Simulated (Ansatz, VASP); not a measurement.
## One calculation of Ta4O, two programs

```
CELL_PARAMETERS angstrom
5.38107 0.00000 0.00000
-2.69054 4.66015 0.00000
0.00000 0.00000 3.78385
ATOMIC_POSITIONS crystal
Ta 0.50000 0.00000 0.50000
Ta 0.00000 0.50000 0.50000
Ta 0.50000 0.50000 0.50000
Ta 0.00000 0.00000 0.00000
O 0.00000 0.00000 0.50000
```

Alike in both runs: functional PBE; k mesh 6 × 6 × 6; occupations gaussian, width 0.1 eV; no spin polarisation.

Ansatz relaxed the structure, and its values are those at the end. VASP's run is a single point on that final structure, the one shown.

|  | VASP | Ansatz |
| --- | --- | --- |
| version | VASP 6.6.1 | Ansatz 0.2.0 |
| potentials or method | VASP PAW PBE potentials, release 64 (Ta_sv_GW, O), cutoff 600 eV | scalar-relativistic, plane waves, PAW |
| valence electrons in the cell | 58 | 58 |

```csv
,VASP,Ansatz,Ansatz less VASP
gap on the k mesh at the Fermi level (eV),none,none,-
pressure (GPa),-0.2,0.0,+0.22
```

A gap of «none» marks a metal or a gap that the smearing closes. With one functional, cell and mesh, what is left measures potentials, basis and numerics.

Spin-orbit coupling is off throughout.
